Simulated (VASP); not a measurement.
RbBr, 2 atoms in the cell. The structure is cubic, space group Pm-3m (No. 221). The conventional cell has a = 4.126 Å, b = 4.126 Å, c = 4.126 Å, α = 90.00°, β = 90.00°, γ = 90.00°. Within 4.7 Å of Rb (site symmetry m-3m) lie 8 Br at 3.57 Å and 6 Rb at 4.13 Å. Within 4.7 Å of Br (site symmetry m-3m) lie 8 Rb at 3.57 Å and 6 Br at 4.13 Å. 

| Item | Value |
| --- | --- |
| Program | VASP 6.6.1 |
| Task | single point |
| Functional | PBEsol |
| Potentials or basis | VASP PAW PBE potentials, release 64 (Rb_sv, Br) |
| Cutoff | 500 eV |
| k mesh | 4 × 4 × 4 |
| Occupations | gaussian, width 0.1 eV |
| Spin | no spin polarisation |
| Dipole correction | no |
| Further INCAR settings | ALGO = Normal; EDIFF = 1e-06; NBANDS = 15 |

Potentials or basis: VASP PAW PBE potentials, release 64 (Rb_sv, Br).

The run is started by

```bash
$ cat potpaw_PBE.64/Rb_sv/POTCAR potpaw_PBE.64/Br/POTCAR > POTCAR
$ mpirun -np 1 vasp_std > vasp.out
```

Hardware: 1 thread of Intel Xeon 8259CL (shared host).

**Question.** Estimate the wall time of this run.

**Answer.** It took 16 s on 1 thread of Intel Xeon 8259CL, on a shared host, peak memory 0.16 GiB. Counts: scf iterations 11, k points 10.
